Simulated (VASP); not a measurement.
# TiO2 (P4_2/mnm) in VASP: further runs, part 3 of 3

VASP 6.6.1. Earlier steps stand in the parts before.

### 5 Single point, PBE (epitaxial xy strain +1.0%)

INCAR reads:

```
SYSTEM = TiO2
  PREC = Accurate
  ENCUT = 520
  EDIFF = 1E-7
  ISMEAR = -1
  SIGMA = 0.02
  LREAL = .False.
  LASPH = .True.
  NELM = 60
  ALGO = Normal
  ISIF = 2
  LWAVE = .False.
  LCHARG = .False.
  GGA = PE
  NBANDS = 33
```

KPOINTS reads:

```
Automatic mesh
0
Gamma
  6 6 8
  0 0 0
```

POSCAR reads:

```
TiO2
1.0
    4.6428220289      0.0000000000      0.0000000000
    0.0000000000      4.6428220289      0.0000000000
    0.0000000000      0.0000000000      2.9356721096
Ti O
2 4
Direct
    0.0000000000      0.0000000000      0.0000000000
    0.5000000000      0.5000000000      0.5000000000
    0.3051633568      0.3051633568      0.0000000000
    0.1948366432      0.8051633568      0.5000000000
    0.8051633568      0.1948366432      0.5000000000
    0.6948366432      0.6948366432      0.0000000000
```

Potentials or basis: VASP PAW PBE potentials, release 64 (Ti_sv, O).

Launch:

```
$ cat potpaw_PBE.64/Ti_sv/POTCAR potpaw_PBE.64/O/POTCAR > POTCAR
$ mpirun -np 1 vasp_std > vasp.out
```

OUTCAR:

```text
SYSTEM = TiO2
   PREC = Accurate
   ENCUT = 520
   EDIFF = 1E-7
   ISMEAR = -1
   LREAL = .False.
   LASPH = .True.
   NELM = 60
   ISIF = 2
   GGA = PE

 ion  position               nearest neighbor table
   1  0.000  0.000  0.000-   4 1.95   5 1.95   4 1.95   5 1.95   3 2.00   6 2.00
   2  0.500  0.500  0.500-   3 1.95   6 1.95   3 1.95   6 1.95   5 2.00   4 2.00
   3  0.305  0.305  0.000-   2 1.95   2 1.95   1 2.00
   4  0.195  0.805  0.500-   1 1.95   1 1.95   2 2.00
   5  0.805  0.195  0.500-   1 1.95   1 1.95   2 2.00
   6  0.695  0.695  0.000-   2 1.95   2 1.95   1 2.00
[... 1073 lines left out ...]
  -------------------------------------------------------------------------------------
  Total        0.8750392      0.8750392      2.2765452     -0.0000000      0.0000000      0.0000000
  in kB       22.1547309     22.1547309     57.6388402     -0.0000000      0.0000000      0.0000000
  external PRESSURE =      33.9827673 kB  Pullay stress =       0.0000000 kB

 VOLUME and BASIS-vectors are now :
 -----------------------------------------------------------------------------
  energy-cutoff  :      520.00
  volume of cell :       63.28
      direct lattice vectors                 reciprocal lattice vectors
     4.642822029  0.000000000  0.000000000     0.215386244  0.000000000  0.000000000
     0.000000000  4.642822029  0.000000000     0.000000000  0.215386244  0.000000000
     0.000000000  0.000000000  2.935672110     0.000000000  0.000000000  0.340637497

 POSITION                                       TOTAL-FORCE (eV/Angst)
 -----------------------------------------------------------------------------------
      0.00000      0.00000      0.00000        -0.000000      0.000000      0.000000
      2.32141      2.32141      1.46784        -0.000000      0.000000      0.000000
      1.41682      1.41682      0.00000        -0.064352     -0.064352     -0.000000
      0.90459      3.73823      1.46784         0.064352     -0.064352      0.000000
      3.73823      0.90459      1.46784        -0.064352      0.064352      0.000000
      3.22600      3.22600      0.00000         0.064352      0.064352      0.000000
 -----------------------------------------------------------------------------------
    total drift:                                0.000000     -0.000000      0.000000

  FREE ENERGIE OF THE ION-ELECTRON SYSTEM (eV)
  ---------------------------------------------------
  free  energy   TOTEN  =       -53.6625433340 eV

  energy  without entropy=      -53.6625433340  energy(sigma->0) =      -53.66254333
```

OSZICAR:

```text
N       E                     dE             d eps       ncg     rms          rms(c)
DAV:   1     0.656535933861E+03    0.65654E+03   -0.24297E+04  3300   0.172E+03
DAV:   2     0.275580490034E+02   -0.62898E+03   -0.58289E+03  3572   0.513E+02
DAV:   3    -0.661896889721E+02   -0.93748E+02   -0.91841E+02  4514   0.190E+02
DAV:   4    -0.709707012825E+02   -0.47810E+01   -0.47686E+01  4766   0.411E+01
DAV:   5    -0.711501452908E+02   -0.17944E+00   -0.17941E+00  4382   0.653E+00    0.312E+01
DAV:   6    -0.540650637097E+02    0.17085E+02   -0.75257E+01  4286   0.882E+01    0.113E+01
DAV:   7    -0.539738481742E+02    0.91216E-01   -0.13881E+01  4121   0.338E+01    0.922E+00
DAV:   8    -0.538548607540E+02    0.11899E+00   -0.49998E-01  4082   0.520E+00    0.751E+00
DAV:   9    -0.538591789514E+02   -0.43182E-02   -0.15515E+00  4252   0.145E+01    0.398E+00
DAV:  10    -0.536712887736E+02    0.18789E+00   -0.81242E-01  4167   0.878E+00    0.858E-01
DAV:  11    -0.536640831469E+02    0.72056E-02   -0.35873E-02  3784   0.152E+00    0.493E-01
DAV:  12    -0.536635923822E+02    0.49076E-03   -0.77489E-03  3781   0.899E-01    0.261E-01
DAV:  13    -0.536625857440E+02    0.10066E-02   -0.20624E-03  4477   0.423E-01    0.656E-02
DAV:  14    -0.536625800350E+02    0.57090E-05   -0.13834E-04  4335   0.883E-02    0.522E-02
DAV:  15    -0.536625423136E+02    0.37721E-04   -0.11055E-04  4376   0.942E-02    0.354E-03
DAV:  16    -0.536625436785E+02   -0.13649E-05   -0.86047E-06  3937   0.208E-02    0.732E-03
DAV:  17    -0.536625433486E+02    0.32990E-06   -0.10540E-06  4457   0.119E-02    0.131E-03
DAV:  18    -0.536625433340E+02    0.14593E-07   -0.88379E-08  2358   0.301E-03
   1 F= -.53662543E+02 E0= -.53662543E+02  d E =-.303925E-12
```

stdout:

```text
POSCAR found type information on POSCAR TiO
 POSCAR found :  2 types and       6 ions
 scaLAPACK will be used
 LDA part: xc-table for (Slater+PW92), standard interpolation
 POSCAR, INCAR and KPOINTS ok, starting setup
 FFT: planning ... GRIDC
 FFT: planning ... GRID_SOFT
 FFT: planning ... GRID
 WAVECAR not read
 entering main loop
```

Wall time 83 s (1 thread of AMD EPYC 7R13 (Zen 3), shared host); peak memory 0.19 GiB.

Results:

```yaml
Free_energy: -53.6625 eV
Pressure: 3.4 GPa
Largest_force: 0.091 eV/Å
Band_gap_on_the_k_mesh: 1.88 eV, direct
```

Forces on the atoms (eV/Å):
```
Ti   0.000  0.000  0.000
Ti   0.000  0.000  0.000
O   -0.064 -0.064  0.000
O    0.064 -0.064  0.000
O   -0.064  0.064  0.000
O    0.064  0.064  0.000
```

Caveat: the cell differs from its parent crystal (epitaxial xy strain +1.0%).

### 6 The runs side by side

```csv
cell,gap on the mesh (eV),pressure (GPa),largest force (eV/Å)
"a = 4.413, b = 4.413, c = 3.044 Å, 6 atoms",1.93,17.5,0.03
"a = 4.459, b = 4.459, c = 3.019 Å, 6 atoms",1.89,14.4,0.04
"a = 4.551, b = 4.551, c = 2.973 Å, 6 atoms",1.85,8.5,0.06
"a = 4.643, b = 4.643, c = 2.936 Å, 6 atoms",1.88,3.4,0.09
```

Alike in all rows: task single point; level PBE; potentials or basis VASP PAW PBE potentials, release 64 (Ti_sv, O); no spin polarisation; k mesh 6 × 6 × 8; cutoff (eV) 520; smearing fermi-dirac 0.02 eV.

Total energies depend on the potentials used, so only differences within one code and one set of settings carry meaning.
